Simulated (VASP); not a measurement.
# Tb4WO in VASP: notebook, part 2 of 2

VASP 6.6.1. Earlier steps stand in the parts before.

## (4) Single point, PBE

This run uses another cell than the first one, of 30.17 Å³/atom.

Input file INCAR:

```
  ALGO = Normal
  EDIFF = 1E-6
  ENCUT = 600
  GGA = PE
  GGA_COMPAT = False
  ISIF = 2
  ISMEAR = 0
  LASPH = True
  LCHARG = False
  LMAXMIX = 6
  LREAL = False
  LWAVE = False
  NBANDS = 37
  NELM = 200
  PREC = Accurate
  SIGMA = 0.2
```

Input file KPOINTS:

```
k-points
0
Gamma
  3 3 4
```

Input file POSCAR:

```
Tb4WO
1.0
    7.0017834311      0.0000000000      0.0000000000
    0.0000000000      7.0017834311      0.0000000000
    0.0000000000      0.0000000000      3.6923178738
Tb W O
4 1 1
Direct
    0.2988410839      0.0000000000      0.5000000000
    0.7011589161      0.0000000000      0.5000000000
    0.0000000000      0.2988410839      0.5000000000
    0.0000000000      0.7011589161      0.5000000000
    0.5000000000      0.5000000000      0.5000000000
    0.5000000000      0.5000000000      0.0000000000
```

Potentials or basis: VASP PAW PBE potentials, release 64 (Tb_3, W_sv, O), 4f in core.

The run is started by

```
> cat potpaw_PBE.64/Tb_3/POTCAR potpaw_PBE.64/W_sv/POTCAR potpaw_PBE.64/O/POTCAR > POTCAR
> mpirun -np 1 vasp_std > vasp.out
```

OUTCAR:

```text
EDIFF = 1E-6
   ENCUT = 600
   GGA = PE
   ISIF = 2
   ISMEAR = 0
   LASPH = True
   LREAL = False
   NELM = 200
   PREC = Accurate

 ion  position               nearest neighbor table
   1  0.299  0.000  0.500-   2 2.82   3 2.96   4 2.96
   2  0.701  0.000  0.500-   1 2.82   3 2.96   4 2.96
   3  0.000  0.299  0.500-   4 2.82   2 2.96   1 2.96
   4  0.000  0.701  0.500-   3 2.82   2 2.96   1 2.96
   5  0.500  0.500  0.500-   6 1.85   6 1.85
   6  0.500  0.500  0.000-   5 1.85   5 1.85

  LATTYP: Found a simple tetragonal cell.
 ALAT       =     7.0017834311
 C/A-ratio  =     0.5273396286

  Lattice vectors:

 A1 = (   7.0017834311,   0.0000000000,   0.0000000000)
 A2 = (   0.0000000000,   7.0017834311,   0.0000000000)
 A3 = (   0.0000000000,   0.0000000000,   3.6923178738)

Analysis of symmetry for initial positions (statically):
=====================================================================
 Subroutine PRICEL returns:
 Original cell was already a primitive cell.

 Routine SETGRP: Setting up the symmetry group for a
 simple tetragonal supercell.

 Subroutine GETGRP returns: Found 16 space group operations
 (whereof 16 operations were pure point group operations)
 out of a pool of 16 trial point group operations.

The static configuration has the point symmetry D_4h.

Analysis of symmetry for dynamics (positions and initial velocities):
=====================================================================
 Subroutine PRICEL returns:
 Original cell was already a primitive cell.

 Routine SETGRP: Setting up the symmetry group for a
 simple tetragonal supercell.

[... 111 lines left out ...]
   ISMEAR =     0;   SIGMA  =   0.20  broadening in eV -4-tet -1-fermi 0-gaus
   EFERMI_NEDOS =   21; number of points for ismear=-14 and -15
   IALGO  =     38    algorithm
   IMIX   =      4    mixing-type and parameters
     AMIX     =   0.40;   BMIX     =  1.00
     AMIX_MAG =   1.60;   BMIX_MAG =  1.00
  volume/ion in A,a.u.               =      30.17       203.59
  Fermi-wavevector in a.u.,A,eV,Ry     =   1.107215  2.092333 16.679728  1.225925
  Thomas-Fermi vector in A             =   2.243726
   LORBIT       =      0    0 simple, 1 ext, 2 COOP (PROOUT), +10 PAW based schemes
   GGA     = PE    functional components
   LHFCALC =     F    Hartree Fock is set to
   AEXX    =    0.0000 exact exchange contribution
   IVDW    =     0    specifies the selected vdW correction
   LEPSILON=     F    determine dielectric tensor
   LRPA    =     F    only Hartree local field effects (RPA)
 non-spin polarized calculation
 Gauss-broadening in eV      SIGMA  =   0.20
  energy-cutoff  :      600.00
  volume of cell :      181.02
 maximum number of plane-waves:      6070
 NGX is ok and might be reduce to    56
   NGX = 27   NGY = 27   NGZ = 15

 number of electron      55.9999999 magnetization

 Free energy of the ion-electron system (eV)
  ---------------------------------------------------
  ext. energy  EPLUGINS =         0.00000000
  ---------------------------------------------------
  free energy    TOTEN  =       -31.13956200 eV

  energy without entropy =      -30.83142698  energy(sigma->0) =      -30.98549449

 E-fermi :   2.7932     XC(G=0):  -9.4232

 val. band max:        2.7929283971   @ k =   0.3333   0.3333   0.0000
 cond. band min:       2.8013717115   @ k =   0.3333   0.3333   0.0000
 fundamental gap:      0.0084433144
 Fermi energy:         2.7931836597

 k-point     1 :       0.0000    0.0000    0.0000
  band No.  band energies     occupation
      1     -71.7963      2.00000
      2     -36.5176      2.00000
      3     -35.7565      2.00000
      4     -35.7565      2.00000
      5     -21.1571      2.00000
      6     -20.4025      2.00000
[... 349 lines left out ...]
     36       5.3134      0.00000
     37       5.5640      0.00000

------------------------ aborting loop because EDIFF is reached ----------------------------------------

  FORCE on cell =-STRESS in cart. coord.  units (eV):
  Direction    XX          YY          ZZ          XY          YZ          ZX
  --------------------------------------------------------------------------------------
  -------------------------------------------------------------------------------------
  Total        0.1970861      0.1970861      0.3988836      0.0000000     -0.0000000      0.0000000
  in kB        1.7444165      1.7444165      3.5305337      0.0000000     -0.0000000      0.0000000
  external PRESSURE =       2.3397889 kB  Pullay stress =       0.0000000 kB

 VOLUME and BASIS-vectors are now :
 -----------------------------------------------------------------------------
  energy-cutoff  :      600.00
  volume of cell :      181.02
      direct lattice vectors                 reciprocal lattice vectors
     7.001783431  0.000000000  0.000000000     0.142820756  0.000000000  0.000000000
     0.000000000  7.001783431  0.000000000     0.000000000  0.142820756  0.000000000
     0.000000000  0.000000000  3.692317874     0.000000000  0.000000000  0.270832587

 POSITION                                       TOTAL-FORCE (eV/Angst)
 -----------------------------------------------------------------------------------
      2.09242      0.00000      1.84616        -0.028935      0.000000      0.000000
      4.90936      0.00000      1.84616         0.028935      0.000000     -0.000000
      0.00000      2.09242      1.84616        -0.000000     -0.028935     -0.000000
      0.00000      4.90936      1.84616        -0.000000      0.028935      0.000000
      3.50089      3.50089      1.84616         0.000000      0.000000     -0.000000
      3.50089      3.50089      0.00000         0.000000      0.000000     -0.000000
 -----------------------------------------------------------------------------------
    total drift:                                0.000000      0.000000      0.000000

  FREE ENERGIE OF THE ION-ELECTRON SYSTEM (eV)
  ---------------------------------------------------
  free  energy   TOTEN  =       -31.1395619991 eV

  energy  without entropy=      -30.8314269765  energy(sigma->0) =      -30.98549449
```

stdout:

```text
POSCAR found type information on POSCAR TbW O
 POSCAR found :  3 types and       6 ions
 scaLAPACK will be used
 LDA part: xc-table for (Slater+PW92), standard interpolation
 POSCAR, INCAR and KPOINTS ok, starting setup
 FFT: planning ... GRIDC
 FFT: planning ... GRID_SOFT
 FFT: planning ... GRID
 WAVECAR not read
 entering main loop
```

It took 95 s on 1 thread of Intel Xeon Platinum 8488C (Sapphire Rapids), shared host; peak memory 0.32 GiB.

Results:

* Free energy: -31.1396 eV
* Pressure: 0.2 GPa
* Largest force: 0.029 eV/Å
* Band gap on the k mesh: zero (bands 28 and 29 overlap by 0.19 eV)

Forces in eV/Å, atoms in the order of the input:
```
Tb  -0.029  0.000  0.000
Tb   0.029  0.000  0.000
Tb   0.000 -0.029  0.000
Tb   0.000  0.029  0.000
W    0.000  0.000  0.000
O    0.000  0.000  0.000
```

Levels at points of the mesh, in eV from the Fermi level:
```tsv
k point	band 25	band 26	band 27	band 28	band 29	band 30	band 31	band 32
(0.00, 0.00, 0.00)	-0.59	-0.59	-0.41	-0.01	-0.01	0.07	0.07	0.09
(0.00, 0.00, 0.50)	-0.09	-0.08	-0.08	-0.04	-0.01	0.30	0.34	0.34
```

Caveat: the k points lie up to 0.43 Å⁻¹ apart; spin-orbit coupling is left out, which moves the levels of the heavy elements; the 4f electrons are frozen in the core, so they carry no moment and show no levels; the run has no spin polarisation, though such a crystal can be magnetic.

## (5) Single point, PBE

This run uses another cell than the first one, of 30.21 Å³/atom.

Input file INCAR:

```
SYSTEM = Tb4WO
PREC = Accurate
ENCUT = 600
EDIFF = 1E-6
ISMEAR = 0
SIGMA = 0.2
LREAL = .FALSE.
LASPH = .TRUE.
NELM = 200
ALGO = Normal
ISIF = 2
LWAVE = .FALSE.
LCHARG = .FALSE.
GGA = PE
NBANDS = 37
GGA_COMPAT = .FALSE.
LMAXMIX = 6
```

Input file KPOINTS:

```
Automatic mesh
0
G
  3 3 4
  0 0 0
```

Input file POSCAR:

```
Tb4WO
1.0
    6.0960918067      0.0000000000      0.0000000000
    0.0000000000      6.0960918067      0.0000000000
    0.0000000000      0.0000000000      4.8779725267
Tb W O
4 1 1
Direct
    0.0000000000      0.0000000000      0.5000000000
    0.0000000000      0.5000000000      0.0000000000
    0.5000000000      0.0000000000      0.0000000000
    0.5000000000      0.5000000000      0.0000000000
    0.0000000000      0.0000000000      0.0000000000
    0.5000000000      0.5000000000      0.5000000000
```

Potentials or basis: VASP PAW PBE potentials, release 64 (Tb_3, W_sv, O), 4f in core.

The run is started by

```
> cat potpaw_PBE.64/Tb_3/POTCAR potpaw_PBE.64/W_sv/POTCAR potpaw_PBE.64/O/POTCAR > POTCAR
> mpirun -np 1 vasp_std > vasp.out
```

OUTCAR:

```text
SYSTEM = Tb4WO
   PREC = Accurate
   ENCUT = 600
   EDIFF = 1E-6
   ISMEAR = 0
   LREAL = .FALSE.
   LASPH = .TRUE.
   NELM = 200
   ISIF = 2
   GGA = PE

 ion  position               nearest neighbor table
   1  0.000  0.000  0.500-   5 2.44   5 2.44
   2  0.000  0.500  0.000-   4 3.05   5 3.05   5 3.05   4 3.05
   3  0.500  0.000  0.000-   4 3.05   5 3.05   4 3.05   5 3.05
   4  0.500  0.500  0.000-   6 2.44   6 2.44   2 3.05   3 3.05   3 3.05   2 3.05
   5  0.000  0.000  0.000-   1 2.44   1 2.44   3 3.05   2 3.05   2 3.05   3 3.05
   6  0.500  0.500  0.500-   4 2.44   4 2.44

  LATTYP: Found a simple tetragonal cell.
 ALAT       =     6.0960918067
 C/A-ratio  =     0.8001802928

  Lattice vectors:

 A1 = (   6.0960918067,   0.0000000000,   0.0000000000)
 A2 = (   0.0000000000,   6.0960918067,   0.0000000000)
 A3 = (   0.0000000000,   0.0000000000,   4.8779725267)

Analysis of symmetry for initial positions (statically):
=====================================================================
 Subroutine PRICEL returns:
 Original cell was already a primitive cell.

 Routine SETGRP: Setting up the symmetry group for a
[... 165 lines left out ...]
 fundamental gap:      0.0571075132
 Fermi energy:         2.6582914441

 k-point     1 :       0.0000    0.0000    0.0000
  band No.  band energies     occupation
      1     -70.1965      2.00000
      2     -34.7698      2.00000
      3     -34.5233      2.00000
      4     -34.5233      2.00000
      5     -21.0612      2.00000
      6     -21.0612      2.00000
[... 349 lines left out ...]
     36       5.1665      0.00000
     37       5.2517      0.00000

------------------------ aborting loop because EDIFF is reached ----------------------------------------

  FORCE on cell =-STRESS in cart. coord.  units (eV):
  Direction    XX          YY          ZZ          XY          YZ          ZX
  --------------------------------------------------------------------------------------
  -------------------------------------------------------------------------------------
  Total        0.2594044      0.2594044      1.6182693      0.0000000      0.0000000      0.0000000
  in kB        2.2926909      2.2926909     14.3027334      0.0000000      0.0000000      0.0000000
  external PRESSURE =       6.2960384 kB  Pullay stress =       0.0000000 kB

 VOLUME and BASIS-vectors are now :
 -----------------------------------------------------------------------------
  energy-cutoff  :      600.00
  volume of cell :      181.28
      direct lattice vectors                 reciprocal lattice vectors
     6.096091807  0.000000000  0.000000000     0.164039524  0.000000000  0.000000000
     0.000000000  6.096091807  0.000000000     0.000000000  0.164039524  0.000000000
     0.000000000  0.000000000  4.877972527     0.000000000  0.000000000  0.205003205

 POSITION                                       TOTAL-FORCE (eV/Angst)
 -----------------------------------------------------------------------------------
      0.00000      0.00000      2.43899         0.000000      0.000000      0.000000
      0.00000      3.04805      0.00000         0.000000      0.000000      0.000000
      3.04805      0.00000      0.00000         0.000000      0.000000      0.000000
      3.04805      3.04805      0.00000         0.000000      0.000000      0.000000
      0.00000      0.00000      0.00000         0.000000      0.000000      0.000000
      3.04805      3.04805      2.43899         0.000000      0.000000      0.000000
 -----------------------------------------------------------------------------------
    total drift:                                0.000000      0.000000     -0.000000

  FREE ENERGIE OF THE ION-ELECTRON SYSTEM (eV)
  ---------------------------------------------------
  free  energy   TOTEN  =       -33.0549334574 eV

  energy  without entropy=      -32.8935515929  energy(sigma->0) =      -32.97424253
```

OSZICAR:

```text
N       E                     dE             d eps       ncg     rms          rms(c)
DAV:   1     0.401059106932E+03    0.40106E+03   -0.28870E+04   666   0.156E+03
DAV:   2     0.601690828351E+01   -0.39504E+03   -0.38440E+03   686   0.444E+02
DAV:   3    -0.353633627653E+02   -0.41380E+02   -0.39742E+02   943   0.911E+01
DAV:   4    -0.372368777671E+02   -0.18735E+01   -0.18441E+01   836   0.158E+01
DAV:   5    -0.372864697591E+02   -0.49592E-01   -0.49479E-01   892   0.294E+00    0.378E+01
DAV:   6    -0.351883460704E+02    0.20981E+01   -0.35948E+01   818   0.171E+01    0.286E+01
DAV:   7    -0.337821175369E+02    0.14062E+01   -0.23882E+01   802   0.153E+01    0.164E+01
DAV:   8    -0.330540539273E+02    0.72806E+00   -0.31182E+00   824   0.731E+00    0.227E+00
DAV:   9    -0.330700640397E+02   -0.16010E-01   -0.49340E-01   818   0.259E+00    0.217E+00
DAV:  10    -0.330548674459E+02    0.15197E-01   -0.11016E-01   882   0.123E+00    0.117E+00
DAV:  11    -0.330553361363E+02   -0.46869E-03   -0.16173E-02   775   0.537E-01    0.243E-01
DAV:  12    -0.330549175012E+02    0.41864E-03   -0.35139E-03   829   0.293E-01    0.146E-01
DAV:  13    -0.330549344298E+02   -0.16929E-04   -0.40826E-04   839   0.855E-02    0.644E-02
DAV:  14    -0.330549324150E+02    0.20147E-05   -0.52944E-05   852   0.363E-02    0.249E-02
DAV:  15    -0.330549334002E+02   -0.98523E-06   -0.15944E-05   855   0.168E-02    0.510E-03
DAV:  16    -0.330549334574E+02   -0.57126E-07   -0.16082E-06   583   0.602E-03
   1 F= -.33054933E+02 E0= -.32974243E+02  d E =-.161382E+00
```

stdout:

```text
POSCAR found type information on POSCAR TbW O
 POSCAR found :  3 types and       6 ions
 scaLAPACK will be used
 LDA part: xc-table for (Slater+PW92), standard interpolation
 POSCAR, INCAR and KPOINTS ok, starting setup
 FFT: planning ... GRIDC
 FFT: planning ... GRID_SOFT
 FFT: planning ... GRID
 WAVECAR not read
 entering main loop
```

Run time: 1.7 min. Hardware: 1 thread of Intel Xeon Platinum 8488C (Sapphire Rapids), shared host; peak memory 0.34 GiB.

Results:

- Free energy: -33.0549 eV
- Pressure: 0.6 GPa
- Band gap on the k mesh: zero (bands 28 and 29 overlap by 0.50 eV)

Stress tensor (GPa, compression positive):
```
0.23 0.00 0.00
0.00 0.23 0.00
0.00 0.00 1.43
```

Caveat: spin-orbit coupling is left out, which moves the levels of the heavy elements; the 4f electrons are frozen in the core, so they carry no moment and show no levels; the run has no spin polarisation, though such a crystal can be magnetic.

## (6) The runs side by side

```csv
cell,k mesh,gap on the mesh (eV),pressure (GPa),largest force (eV/Å)
"a = 5.193, b = 5.193, c = 5.094 Å, 6 atoms, atomic positions A",3 × 3 × 3,none,0.8,0.04
"a = 7.006, b = 7.006, c = 3.675 Å, 6 atoms, atomic positions B",3 × 3 × 3,none,0.4,0.02
"a = 7.002, b = 7.002, c = 3.692 Å, 6 atoms, atomic positions B",3 × 3 × 4,none,0.2,0.03
"a = 6.096, b = 6.096, c = 4.878 Å, 6 atoms, atomic positions C",3 × 3 × 4,none,0.6,-
```

Alike in all rows: task single point; level PBE; potentials or basis VASP PAW PBE potentials, release 64 (Tb_3, W_sv, O), 4f in core; no spin polarisation; cutoff (eV) 600; smearing gaussian 0.2 eV.

Caveats: some runs use coarse meshes; spin-orbit coupling is left out, which moves the levels of the heavy elements; the 4f electrons are frozen in the core, so they carry no moment and show no levels; the run has no spin polarisation, though such a crystal can be magnetic.

Absolute energies hang on the potentials; compare differences alone.
